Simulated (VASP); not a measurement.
# Al4NF (P6/mmm) in VASP: single point with PBE

Aim: the single point of Al4NF with PBE.

Program: VASP 6.6.1. These are calculated values, not measurements. Logs are shortened: lines on timing, memory, paths and dates and some standing lists are left out, and cuts for length are marked.

## 1. The cell of the first run

Symmetry: P6/mmm, No. 191, hexagonal system. Conventional cell: a = 4.380 Å, b = 4.380 Å, c = 5.714 Å, α = 90.00°, β = 90.00°, γ = 120.00°. Within 3.3 Å of Al (site symmetry 3m) lie 5 Al at 2.53 to 2.90 Å and 3 N at 2.89 Å and 3 F at 2.92 Å. Within 3.8 Å of N (site symmetry 6/mmm) lie 2 F at 2.86 Å and 12 Al at 2.89 Å. Within 3.8 Å of F (site symmetry 6/mmm) lie 2 N at 2.86 Å and 12 Al at 2.92 Å.

## 2. Single point, PBE, collinear spin, ferromagnetic start

INCAR reads:

```
SYSTEM = Al4NF
PREC     = Accurate       ! precision mode
ENCUT    = 520            ! plane-wave cutoff, eV
EDIFF    = 1E-6           ! SCF threshold, eV
ISMEAR   = 0              ! smearing method
SIGMA    = 0.1            ! smearing width, eV
LREAL    = .False.        ! projectors in reciprocal space
LASPH    = .True.         ! aspherical terms in the spheres
NELM     = 150            ! most SCF steps
ALGO     = Normal         ! electronic algorithm
ISIF     = 2              ! what is computed and relaxed
LWAVE    = .False.        ! write WAVECAR
LCHARG   = .False.        ! write CHGCAR
ISPIN    = 2              ! spin polarisation
MAGMOM   = 0 0 0 0 1 1    ! initial moments
LORBIT   = 11             ! projections on sites
GGA      = PE             ! functional
NBANDS   = 25             ! bands
```

KPOINTS reads:

```
Automatic mesh
0
Gamma
  6 6 4
  0 0 0
```

POSCAR reads:

```
Al4NF
1.0
    4.3799318295      0.0000000000      0.0000000000
   -2.1899659148      3.7931322312      0.0000000000
    0.0000000000      0.0000000000      5.7141124489
Al N F
4 1 1
Direct
    0.3333333333      0.6666666667      0.7461890197
    0.3333333333      0.6666666667      0.2538109803
    0.6666666667      0.3333333333      0.7461890197
    0.6666666667      0.3333333333      0.2538109803
    0.0000000000      0.0000000000      0.5000000000
    0.0000000000      0.0000000000      0.0000000000
```

Potentials or basis: VASP PAW PBE potentials, release 64 (Al, N, F).

The run is started by

```console
$ cat potpaw_PBE.64/Al/POTCAR potpaw_PBE.64/N/POTCAR potpaw_PBE.64/F/POTCAR > POTCAR
$ mpirun -np 1 vasp_std > vasp.out
```

OUTCAR:

```text
SYSTEM = Al4NF
   PREC = Accurate
   ENCUT = 520
   EDIFF = 1E-6
   ISMEAR = 0
   LREAL = .False.
   LASPH = .True.
   NELM = 150
   ISIF = 2
   ISPIN = 2
   LORBIT = 11
   GGA = PE

 ion  position               nearest neighbor table
   1  0.333  0.667  0.746-   3 2.53   3 2.53   3 2.53   2 2.81   2 2.90
   2  0.333  0.667  0.254-   4 2.53   4 2.53   4 2.53   1 2.81   1 2.90
   3  0.667  0.333  0.746-   1 2.53   1 2.53   1 2.53   4 2.81   4 2.90
   4  0.667  0.333  0.254-   2 2.53   2 2.53   2 2.53   3 2.81   3 2.90
   5  0.000  0.000  0.500-
   6  0.000  0.000  0.000-

  LATTYP: Found a hexagonal cell.
 ALAT       =     4.3799318295
 C/A-ratio  =     1.3046121883

  Lattice vectors:

 A1 = (   4.3799318295,   0.0000000000,   0.0000000000)
 A2 = (  -2.1899659148,   3.7931322312,   0.0000000000)
 A3 = (   0.0000000000,   0.0000000000,   5.7141124489)

Analysis of symmetry for initial positions (statically):
=====================================================================
 Subroutine PRICEL returns:
 Original cell was already a primitive cell.

 Routine SETGRP: Setting up the symmetry group for a
 hexagonal supercell.

 Subroutine GETGRP returns: Found 24 space group operations
 (whereof 24 operations were pure point group operations)
 out of a pool of 24 trial point group operations.

The static configuration has the point symmetry D_6h.

Analysis of symmetry for dynamics (positions and initial velocities):
=====================================================================
 Subroutine PRICEL returns:
 Original cell was already a primitive cell.

 Routine SETGRP: Setting up the symmetry group for a
 hexagonal supercell.

 Subroutine GETGRP returns: Found 24 space group operations
 (whereof 24 operations were pure point group operations)
 out of a pool of 24 trial point group operations.

The dynamic configuration has the point symmetry D_6h.

Analysis of structural, dynamic, and magnetic symmetry:
=====================================================================
 Subroutine PRICEL returns:
 Original cell was already a primitive cell.

 Routine SETGRP: Setting up the symmetry group for a
 hexagonal supercell.

 Subroutine GETGRP returns: Found 24 space group operations
 (whereof 24 operations were pure point group operations)
 out of a pool of 24 trial point group operations.

The overall configuration has the point symmetry D_6h.
[... 134 lines left out ...]
 spin polarized calculation
 Gauss-broadening in eV      SIGMA  =   0.10
  energy-cutoff  :      520.00
  volume of cell :       94.93
 maximum number of plane-waves:      2574
 NGX is ok and might be reduce to    36
   NGX = 17   NGY = 17   NGZ = 21

 number of electron      23.9999999 magnetization       0.0015767

 Free energy of the ion-electron system (eV)
  ---------------------------------------------------
  ext. energy  EPLUGINS =         0.00000000
  ---------------------------------------------------
  free energy    TOTEN  =       -21.78059373 eV

  energy without entropy =      -21.76050484  energy(sigma->0) =      -21.77054929

 E-fermi :   5.1301     XC(G=0):  -9.8388

 val. band max:        5.1285542811   @ k =   0.1667  -0.0000   0.0000
 cond. band min:       5.1307853803   @ k =   0.1667  -0.0000   0.0000
 fundamental gap:      0.0022310992
 Fermi energy:         5.1301086444

 spin component 1

 k-point     1 :       0.0000    0.0000    0.0000
  band No.  band energies     occupation
      1     -16.6195      1.00000
      2      -7.8373      1.00000
      3      -2.2291      1.00000
      4      -1.0394      1.00000
      5       1.3358      1.00000
      6       1.3358      1.00000
[... 556 lines left out ...]
     23      13.1556      0.00000
     24      13.4383      0.00000
 Fermi energy:         5.1301086444

 spin component 2

 k-point     1 :       0.0000    0.0000    0.0000
  band No.  band energies     occupation
      1     -16.6196      1.00000
      2      -7.8355      1.00000
      3      -2.2287      1.00000
      4      -1.0391      1.00000
      5       1.3358      1.00000
      6       1.3358      1.00000
[... 556 lines left out ...]
     23      13.1557      0.00000
     24      13.4383      0.00000
 [bands above 24 left out]

------------------------ aborting loop because EDIFF is reached ----------------------------------------

  FORCE on cell =-STRESS in cart. coord.  units (eV):
  Direction    XX          YY          ZZ          XY          YZ          ZX
  --------------------------------------------------------------------------------------
  -------------------------------------------------------------------------------------
  Total        0.0106140      0.0106140     -0.0897472     -0.0000000      0.0000000     -0.0000000
  in kB        0.1791334      0.1791334     -1.5146678     -0.0000000      0.0000000     -0.0000000
  external PRESSURE =      -0.3854670 kB  Pullay stress =       0.0000000 kB

 VOLUME and BASIS-vectors are now :
 -----------------------------------------------------------------------------
  energy-cutoff  :      520.00
  volume of cell :       94.93
      direct lattice vectors                 reciprocal lattice vectors
     4.379931830  0.000000000  0.000000000     0.228314056  0.131817182  0.000000000
    -2.189965915  3.793132231  0.000000000     0.000000000  0.263634363  0.000000000
     0.000000000  0.000000000  5.714112449     0.000000000  0.000000000  0.175005306

 POSITION                                       TOTAL-FORCE (eV/Angst)
 -----------------------------------------------------------------------------------
     -0.00000      2.52875      4.26381        -0.000000      0.000000     -0.003214
     -0.00000      2.52875      1.45030        -0.000000      0.000000      0.003214
      2.18997      1.26438      4.26381         0.000000      0.000000     -0.003214
      2.18997      1.26438      1.45030         0.000000      0.000000      0.003214
      0.00000      0.00000      2.85706        -0.000000      0.000000      0.000000
      0.00000      0.00000      0.00000        -0.000000      0.000000      0.000000
 -----------------------------------------------------------------------------------
    total drift:                               -0.000000     -0.000000     -0.000000

  FREE ENERGIE OF THE ION-ELECTRON SYSTEM (eV)
  ---------------------------------------------------
  free  energy   TOTEN  =       -21.7805937282 eV

  energy  without entropy=      -21.7605048436  energy(sigma->0) =      -21.77054929

 total charge

# of ion       s       p       d       tot
------------------------------------------
    1        0.516   0.271   0.000   0.787
    2        0.516   0.271   0.000   0.787
    3        0.516   0.271   0.000   0.787
    4        0.516   0.271   0.000   0.787
    5        1.355   1.993   0.000   3.348
    6        1.750   4.264   0.000   6.014
--------------------------------------------------
tot          5.170   7.341   0.000  12.510

 magnetization (x)

# of ion       s       p       d       tot
------------------------------------------
    1        0.000  -0.000   0.000   0.000
    2        0.000  -0.000   0.000   0.000
    3        0.000  -0.000   0.000   0.000
    4        0.000  -0.000   0.000   0.000
    5        0.000   0.001   0.000   0.001
    6       -0.000  -0.000   0.000  -0.000
--------------------------------------------------
tot          0.000   0.001   0.000   0.001
```

OSZICAR:

```text
N       E                     dE             d eps       ncg     rms          rms(c)
DAV:   1     0.596840219527E+02    0.59684E+02   -0.93228E+03  2100   0.803E+02
DAV:   2    -0.176410138689E+02   -0.77325E+02   -0.72001E+02  2723   0.142E+02
DAV:   3    -0.230902097874E+02   -0.54492E+01   -0.53703E+01  2558   0.358E+01
[... 14 lines left out ...]
DAV:  18    -0.217805828374E+02   -0.14450E-04   -0.39191E-04  2598   0.511E-02    0.695E-03
DAV:  19    -0.217805896660E+02   -0.68287E-05   -0.11405E-04  2322   0.333E-02    0.510E-03
DAV:  20    -0.217805922182E+02   -0.25522E-05   -0.68463E-05  2553   0.217E-02    0.235E-03
DAV:  21    -0.217805933942E+02   -0.11760E-05   -0.25664E-05  2232   0.151E-02    0.140E-03
DAV:  22    -0.217805937282E+02   -0.33400E-06   -0.60630E-06  1994   0.722E-03
   1 F= -.21780594E+02 E0= -.21770549E+02  d E =-.200889E-01  mag=     0.0001
```

It took 4.4 min on 1 thread of Oxide Virtual Turin-like, shared host; peak memory 0.26 GiB.

What came out:

| Property | Result |
| --- | --- |
| Free energy | -21.7806 eV |
| Pressure | 0.0 GPa |
| Largest force | 0.003 eV/Å |
| Band gap on the k mesh | zero (filled and empty bands overlap) |
| Net moment | 0.00 μB per cell |
| Valence electrons inside the program's atomic spheres | Al 0.79; N 3.35; F 6.01 |

Forces on the atoms (eV/Å):
```
Al   0.000  0.000 -0.003
Al   0.000  0.000  0.003
Al   0.000  0.000 -0.003
Al   0.000  0.000  0.003
N    0.000  0.000  0.000
F    0.000  0.000  0.000
```

Levels at points of the mesh, in eV from the Fermi level:
Spin up:
| k point | band 9 | band 10 | band 11 | band 12 | band 13 | band 14 | band 15 | band 16 |
| --- | --- | --- | --- | --- | --- | --- | --- | --- |
| (0.00, 0.00, 0.00) | -1.82 | -1.82 | -0.60 | -0.60 | 0.31 | 0.41 | 2.16 | 2.16 |
| (0.50, 0.00, 0.00) | -2.56 | -1.44 | -1.04 | -0.18 | 0.36 | 1.07 | 1.31 | 1.75 |
| (0.00, 0.00, 0.50) | -1.99 | -1.31 | 0.21 | 0.21 | 0.49 | 0.49 | 1.27 | 1.65 |
| (0.50, 0.00, 0.50) | -2.96 | -2.04 | -1.15 | 0.32 | 0.66 | 1.94 | 2.81 | 3.06 |
Spin down:
```
           k point  band 10  band 11  band 12  band 13  band 14  band 15
(0.00, 0.00, 0.00)    -1.82    -0.60    -0.60     0.32     0.41     2.16
(0.50, 0.00, 0.00)    -1.44    -1.04    -0.18     0.36     1.07     1.31
(0.00, 0.00, 0.50)    -1.31     0.21     0.21     0.49     0.49     1.27
(0.50, 0.00, 0.50)    -2.04    -1.15     0.32     0.66     1.94     2.81
```
